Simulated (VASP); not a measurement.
# Ge (I4_1/amd) in VASP: further runs

Runs on Ge. Level: PBEsol. Tasks: single point.

Everything below comes from runs of VASP 6.6.1. Logs are shortened: lines on timing, memory, paths and dates and some standing lists are left out, and cuts for length are marked.

## Step 1: The cell of the first run

It takes space group I4_1/amd (No. 141, tetragonal). Conventional cell: a = 5.303 Å, b = 5.303 Å, c = 2.753 Å, α = 90.00°, β = 90.00°, γ = 90.00°. Ge (site symmetry -4m2) has 10 Ge at 2.74 to 3.36 Å within 3.6 Å.

## Step 2: Single point, PBEsol (strain +0.030 along x and y, -0.015 along z)

INCAR reads:

```
ALGO = Normal
EDIFF = 1E-7
ENCUT = 520
GGA = PS
ISIF = 2
ISMEAR = 0
LASPH = True
LCHARG = True
LELF = True
LREAL = False
LVHAR = True
LWAVE = False
NBANDS = 21
NELM = 60
PREC = Accurate
SIGMA = 0.15
```

KPOINTS reads:

```
k-points
0
Gamma
  20 20 20
```

POSCAR reads:

```
Ge
1.0
   -2.6517244106      2.6517244106      1.3764514536
    2.6517244106     -2.6517244106      1.3764514536
    2.6517244106      2.6517244106     -1.3764514536
Ge
2
Direct
    0.2500000000      0.7500000000      0.5000000000
    0.5000000000      0.5000000000      0.0000000000
```

Potentials or basis: VASP PAW PBE potentials, release 64 (Ge_d).

The run is started by

```
$ cat potpaw_PBE.64/Ge_d/POTCAR > POTCAR
$ mpirun -np 1 vasp_std > vasp.out
```

OUTCAR:

```text
EDIFF = 1E-7
   ENCUT = 520
   GGA = PS
   ISIF = 2
   ISMEAR = 0
   LASPH = True
   LREAL = False
   NELM = 60
   PREC = Accurate

 ion  position               nearest neighbor table
   1  0.250  0.750  0.500-   2 2.74   2 2.74   2 2.74   2 2.74
   2  0.500  0.500  0.000-   1 2.74   1 2.74   1 2.74   1 2.74

  LATTYP: Found a body centered tetragonal cell.
 ALAT       =     5.3034488212
 C/A-ratio  =     0.5190778680

  Lattice vectors:

 A1 = (  -2.6517244106,   2.6517244106,   1.3764514536)
 A2 = (   2.6517244106,  -2.6517244106,   1.3764514536)
 A3 = (   2.6517244106,   2.6517244106,  -1.3764514536)

Analysis of symmetry for initial positions (statically):
=====================================================================
 Subroutine PRICEL returns:
 Original cell was already a primitive cell.

 Routine SETGRP: Setting up the symmetry group for a
 body centered tetragonal supercell.

 Subroutine GETGRP returns: Found 16 space group operations
 (whereof  8 operations were pure point group operations)
 out of a pool of 16 trial point group operations.

The static configuration has the point symmetry D_2d.
 The point group associated with its full space group is D_4h.

Analysis of symmetry for dynamics (positions and initial velocities):
=====================================================================
 Subroutine PRICEL returns:
 Original cell was already a primitive cell.

 Routine SETGRP: Setting up the symmetry group for a
 body centered tetragonal supercell.

 Subroutine GETGRP returns: Found 16 space group operations
 (whereof  8 operations were pure point group operations)
 out of a pool of 16 trial point group operations.

The dynamic configuration has the point symmetry D_2d.
 The point group associated with its full space group is D_4h.

 Subroutine INISYM returns: Found 16 space group operations
 (whereof  8 operations are pure point group operations),
 and found     1 'primitive' translations

----------------------------------------------------------------------------------------

                                     Primitive cell

  volume of cell :      38.7149

  direct lattice vectors                    reciprocal lattice vectors
    -2.651724411  2.651724411  1.376451454     0.000000000  0.188556548  0.363252913
     2.651724411 -2.651724411  1.376451454     0.188556548  0.000000000  0.363252913
     2.651724411  2.651724411 -1.376451454     0.188556548  0.188556548  0.000000000

  length of vectors
     3.994734447  3.994734447  3.994734447     0.409275275  0.409275275  0.266659227

  position of ions in fractional coordinates (direct lattice)
     0.250000000  0.750000000  0.500000000
     0.500000000  0.500000000  0.000000000

  ion indices of the primitive-cell ions
   primitive index   ion index
                 1           1
                 2           2

----------------------------------------------------------------------------------------

 KPOINTS: k-points

Automatic generation of k-mesh.
 Grid dimensions read from file:
 generate k-points for:   20   20   20

 Generating k-lattice:

  Cartesian coordinates                     Fractional coordinates (reciprocal lattice)
     0.000000000  0.009427827  0.018162646     0.050000000 -0.000000000  0.000000000
     0.009427827  0.000000000  0.018162646    -0.000000000  0.050000000  0.000000000
     0.009427827  0.009427827  0.000000000     0.000000000  0.000000000  0.050000000

  Length of vectors
     0.020463764  0.020463764  0.013332961

  Shift w.r.t. Gamma in fractional coordinates (k-lattice)
     0.000000000  0.000000000  0.000000000

 Subroutine IBZKPT returns following result:
 ===========================================

 Found    641 irreducible k-points:

 Following reciprocal coordinates:
            Coordinates               Weight
  0.000000  0.000000  0.000000      1.000000
  0.050000  0.000000 -0.000000      8.000000
  0.100000  0.000000 -0.000000      8.000000
  0.150000  0.000000 -0.000000      8.000000
  0.200000  0.000000 -0.000000      8.000000
  0.250000  0.000000 -0.000000      8.000000
[... 16 lines left out ...]
 -0.400000  0.050000  0.000000     16.000000
 -0.350000  0.050000  0.000000     16.000000
 [... further k-points ...]
   k-points           NKPTS =    641   k-points in BZ     NKDIM =    641   number of bands    NBANDS=     21
   number of dos      NEDOS =    301   number of ions     NIONS =      2
   total plane-waves  NPLWV =  27000
   dimension x,y,z NGX =    30 NGY =   30 NGZ =   30
   dimension x,y,z NGXF=    60 NGYF=   60 NGZF=   60
   ions per type =               2
   NGX,Y,Z   is equivalent  to a cutoff of  12.48, 12.48, 12.48 a.u.
   NGXF,Y,Z  is equivalent  to a cutoff of  24.97, 24.97, 24.97 a.u.
 SYSTEM =  unknown system
   PREC   = accura    normal or accurate (medium, high low for compatibility)
   ISTART =      0    job   : 0-new  1-cont  2-samecut
   ICHARG =      2    charge: 1-file 2-atom 10-const
   ISPIN  =      1    spin polarized calculation?
   LNONCOLLINEAR =      F non collinear calculations
   LSORBIT =      F    spin-orbit coupling
   LASPH  =      T    aspherical Exc in radial PAW
   ENCUT  =  520.0 eV  38.22 Ry    6.18 a.u.   7.43  7.43  7.43*2*pi/ulx,y,z
   NELM   =     60;   NELMIN=  2; NELMDL= -5     # of ELM steps
   EDIFF  = 0.1E-06   stopping-criterion for ELM
   LREAL  =      F    real-space projection
   EDIFFG = 0.1E-05   stopping-criterion for IOM
   NSW    =      0    number of steps for IOM
   IBRION =     -1    ionic relax: 0-MD 1-quasi-New 2-CG
   NFREE  =      0    steps in history (QN), initial steepest desc. (CG)
   ISIF   =      2    stress and relaxation
   ISYM   =      2    0-nonsym 1-usesym 2-fastsym
   POTIM  = 0.5000    time-step for ionic-motion
   TEBEG  =    0.0;   TEEND  =   0.0 temperature during run
   PSTRESS=    0.0 pullay stress
   NELECT =      28.0000    total number of electrons
   NUPDOWN=      -1.0000    fix difference up-down
   EMIN   =  10.00;   EMAX   =-10.00  energy-range for DOS
   EFERMI =   0.00;   METHOD = LEGACY
   ISMEAR =     0;   SIGMA  =   0.15  broadening in eV -4-tet -1-fermi 0-gaus
   EFERMI_NEDOS =   21; number of points for ismear=-14 and -15
   IALGO  =     38    algorithm
   IMIX   =      4    mixing-type and parameters
     AMIX     =   0.40;   BMIX     =  1.00
     AMIX_MAG =   1.60;   BMIX_MAG =  1.00
  volume/ion in A,a.u.               =      19.36       130.63
  Fermi-wavevector in a.u.,A,eV,Ry     =   1.469496  2.776944 29.380656  2.159417
  Thomas-Fermi vector in A             =   2.584866
   LORBIT       =      0    0 simple, 1 ext, 2 COOP (PROOUT), +10 PAW based schemes
   GGA     = PS    functional components
   LHFCALC =     F    Hartree Fock is set to
   AEXX    =    0.0000 exact exchange contribution
   IVDW    =     0    specifies the selected vdW correction
   LEPSILON=     F    determine dielectric tensor
   LRPA    =     F    only Hartree local field effects (RPA)
 non-spin polarized calculation
 Gauss-broadening in eV      SIGMA  =   0.15
  energy-cutoff  :      520.00
  volume of cell :       38.71
 maximum number of plane-waves:      1054
 NGX is ok and might be reduce to    30
   NGX = 15   NGY = 15   NGZ = 15

 number of electron      27.9999988 magnetization

 Free energy of the ion-electron system (eV)
  ---------------------------------------------------
  ext. energy  EPLUGINS =         0.00000000
  ---------------------------------------------------
  free energy    TOTEN  =        -9.49986096 eV

  energy without entropy =       -9.48970435  energy(sigma->0) =       -9.49478265

 E-fermi :   6.1422     XC(G=0): -11.2467

 val. band max:        6.1418198358   @ k =   0.4500   0.1500   0.0500
 cond. band min:       6.1468905640   @ k =  -0.3500   0.4000   0.1000
 fundamental gap:      0.0050707282
 Fermi energy:         6.1421815358

 k-point     1 :       0.0000    0.0000    0.0000
  band No.  band energies     occupation
      1     -18.4493      2.00000
      2     -18.4393      2.00000
      3     -18.4114      2.00000
      4     -18.3845      2.00000
      5     -18.2857      2.00000
      6     -18.2857      2.00000
[... 13 lines left out ...]
     20      17.0553      0.00000
     21      18.0054      0.00000

 k-point     2 :       0.0500    0.0000   -0.0000
  band No.  band energies     occupation
      1     -18.4486      2.00000
      2     -18.4352      2.00000
      3     -18.4063      2.00000
      4     -18.3834      2.00000
      5     -18.2891      2.00000
      6     -18.2890      2.00000
[... 13 lines left out ...]
     20      17.1109      0.00000
     21      18.2722      0.00000

 k-point     3 :       0.1000    0.0000   -0.0000
  band No.  band energies     occupation
      1     -18.4461      2.00000
      2     -18.4232      2.00000
      3     -18.3923      2.00000
      4     -18.3801      2.00000
      5     -18.2967      2.00000
      6     -18.2955      2.00000
[... 13 lines left out ...]
     20      17.2684      0.00000
     21      18.3327      0.00000

 k-point     4 :       0.1500    0.0000   -0.0000
  band No.  band energies     occupation
      1     -18.4414      2.00000
      2     -18.4051      2.00000
      3     -18.3750      2.00000
      4     -18.3721      2.00000
      5     -18.3069      2.00000
      6     -18.3025      2.00000
[... 13 lines left out ...]
     20      16.7926      0.00000
     21      17.1434      0.00000

 k-point     5 :       0.2000    0.0000   -0.0000
  band No.  band energies     occupation
      1     -18.4349      2.00000
      2     -18.3839      2.00000
      3     -18.3686      2.00000
      4     -18.3508      2.00000
      5     -18.3185      2.00000
      6     -18.3066      2.00000
[... 13 lines left out ...]
     20      15.8848      0.00000
     21      16.4181      0.00000
[... 382 lines left out ...]
     20      17.2546      0.00000
     21      17.7081      0.00000

 k-point    22 :      -0.4500    0.0500    0.0000
  band No.  band energies     occupation
      1     -18.4104      2.00000
      2     -18.3716      2.00000
      3     -18.3696      2.00000
      4     -18.3446      2.00000
      5     -18.3265      2.00000
      6     -18.3263      2.00000
[... 13 lines left out ...]
     20      16.4235      0.00000
     21      17.8047      0.00000

 k-point    23 :      -0.4000    0.0500    0.0000
  band No.  band energies     occupation
      1     -18.4131      2.00000
      2     -18.3645      2.00000
      3     -18.3598      2.00000
      4     -18.3484      2.00000
      5     -18.3307      2.00000
      6     -18.3204      2.00000
[... 13 lines left out ...]
     20      15.1470      0.00000
     21      17.1034      0.00000

 k-point    24 :      -0.3500    0.0500    0.0000
  band No.  band energies     occupation
      1     -18.4173      2.00000
      2     -18.3596      2.00000
      3     -18.3546      2.00000
      4     -18.3484      2.00000
      5     -18.3329      2.00000
      6     -18.3129      2.00000
[... 13 lines left out ...]
     20      14.9195      0.00000
     21      16.5342      0.00000

 [... further k-points ...]

------------------------ aborting loop because EDIFF is reached ----------------------------------------

  FORCE on cell =-STRESS in cart. coord.  units (eV):
  Direction    XX          YY          ZZ          XY          YZ          ZX
  --------------------------------------------------------------------------------------
  -------------------------------------------------------------------------------------
  Total       -1.1994682     -1.1994682     -0.1913846      0.0000000      0.0000000      0.0000000
  in kB      -49.6388427    -49.6388427     -7.9202691      0.0000000      0.0000000      0.0000000
  external PRESSURE =     -35.7326515 kB  Pullay stress =       0.0000000 kB

 VOLUME and BASIS-vectors are now :
 -----------------------------------------------------------------------------
  energy-cutoff  :      520.00
  volume of cell :       38.71
      direct lattice vectors                 reciprocal lattice vectors
    -2.651724411  2.651724411  1.376451454     0.000000000  0.188556548  0.363252913
     2.651724411 -2.651724411  1.376451454     0.188556548  0.000000000  0.363252913
     2.651724411  2.651724411 -1.376451454     0.188556548  0.188556548  0.000000000

 POSITION                                       TOTAL-FORCE (eV/Angst)
 -----------------------------------------------------------------------------------
      2.65172      0.00000      0.68823         0.000000     -0.000000     -0.000000
      0.00000      0.00000      1.37645        -0.000000      0.000000      0.000000
 -----------------------------------------------------------------------------------
    total drift:                                0.000000     -0.000000      0.000000

  FREE ENERGIE OF THE ION-ELECTRON SYSTEM (eV)
  ---------------------------------------------------
  free  energy   TOTEN  =        -9.4998609613 eV

  energy  without entropy=       -9.4897043479  energy(sigma->0) =       -9.49478265
```

It took 11 min on 1 thread of AMD EPYC 7R13, shared host; peak memory 0.46 GiB.

Results:

```yaml
Free_energy: -9.4999 eV
Pressure: -3.6 GPa
Band_gap_on_the_k_mesh: zero (band 14 reaches 7.70 eV, above the bottom of band 15 at 3.03 eV)
```

Stress tensor (GPa, compression positive):
```
-4.96  0.00  0.00
 0.00 -4.96  0.00
 0.00  0.00 -0.79
```

Levels at points of the mesh, in eV from the Fermi level:
| k point | band 11 | band 12 | band 13 | band 14 | band 15 | band 16 | band 17 | band 18 |
| --- | --- | --- | --- | --- | --- | --- | --- | --- |
| (0.00, 0.00, 0.00) | -12.92 | -4.70 | -2.37 | -2.37 | 3.20 | 6.90 | 6.90 | 8.63 |
| (0.50, 0.00, 0.00) | -7.56 | -6.00 | -2.70 | -2.05 | -0.97 | 2.65 | 3.42 | 5.22 |
| (0.50, 0.50, 0.00) | -10.37 | -10.37 | 0.41 | 0.41 | 1.42 | 1.42 | 8.16 | 8.16 |
| (0.50, 0.50, 0.50) | -8.95 | -8.95 | -5.65 | -5.65 | 7.01 | 7.01 | 9.93 | 9.93 |

Caveat: the cell differs from its parent crystal (strain +0.030 along x and y, -0.015 along z); the PAW data sets were made with another functional, which shifts forces and pressure a little.

## Step 3: Single point, PBEsol (strain +0.030 along x and y, +0.030 along z)

INCAR reads:

```
SYSTEM = Ge
PREC     = Accurate       ! precision mode
ENCUT    = 520            ! plane-wave cutoff, eV
EDIFF    = 1E-7           ! SCF threshold, eV
ISMEAR   = 0              ! smearing method
SIGMA    = 0.15           ! smearing width, eV
LREAL    = .FALSE.        ! projectors in reciprocal space
LASPH    = .TRUE.         ! aspherical terms in the spheres
NELM     = 60             ! most SCF steps
ALGO     = Normal         ! electronic algorithm
ISIF     = 2              ! what is computed and relaxed
LWAVE    = .FALSE.        ! write WAVECAR
LCHARG   = .FALSE.        ! write CHGCAR
GGA      = PS             ! functional
NBANDS   = 21             ! bands
```

KPOINTS reads:

```
Automatic mesh
0
G
  20 20 20
  0 0 0
```

POSCAR reads:

```
Ge
1.0
   -2.6517244106      2.6517244106      1.4393350225
    2.6517244106     -2.6517244106      1.4393350225
    2.6517244106      2.6517244106     -1.4393350225
Ge
2
Direct
    0.2500000000      0.7500000000      0.5000000000
    0.5000000000      0.5000000000      0.0000000000
```

Potentials or basis: VASP PAW PBE potentials, release 64 (Ge_d).

The run is started by

```
$ cat potpaw_PBE.64/Ge_d/POTCAR > POTCAR
$ mpirun -np 1 vasp_std > vasp.out
```

Run time: 5.7 min. Hardware: 1 thread of Intel Xeon Platinum 8488C (Sapphire Rapids), shared host; peak memory 0.51 GiB.

The run converged. Its results:

- Free energy: -9.4621 eV
- Pressure: -6.3 GPa
- Band gap on the k mesh: zero (band 14 reaches 7.30 eV, above the bottom of band 15 at 2.67 eV)

Stress tensor (GPa, compression positive):
```
-6.54  0.00  0.00
 0.00 -6.54  0.00
 0.00  0.00 -5.73
```

Levels at points of the mesh, in eV from the Fermi level:
| k point | band 11 | band 12 | band 13 | band 14 | band 15 | band 16 | band 17 | band 18 |
| --- | --- | --- | --- | --- | --- | --- | --- | --- |
| (0.00, 0.00, 0.00) | -12.55 | -4.33 | -2.06 | -2.06 | 3.45 | 7.04 | 7.04 | 7.50 |
| (0.50, 0.00, 0.00) | -7.82 | -6.05 | -2.69 | -1.77 | -1.15 | 2.60 | 3.30 | 5.07 |
| (0.50, 0.50, 0.00) | -10.02 | -10.02 | 0.67 | 0.67 | 1.72 | 1.72 | 7.01 | 7.01 |
| (0.50, 0.50, 0.50) | -8.59 | -8.59 | -5.33 | -5.33 | 5.81 | 5.81 | 10.04 | 10.04 |

Caveat: the cell differs from its parent crystal (strain +0.030 along x and y, +0.030 along z); the PAW data sets were made with another functional, which shifts forces and pressure a little.
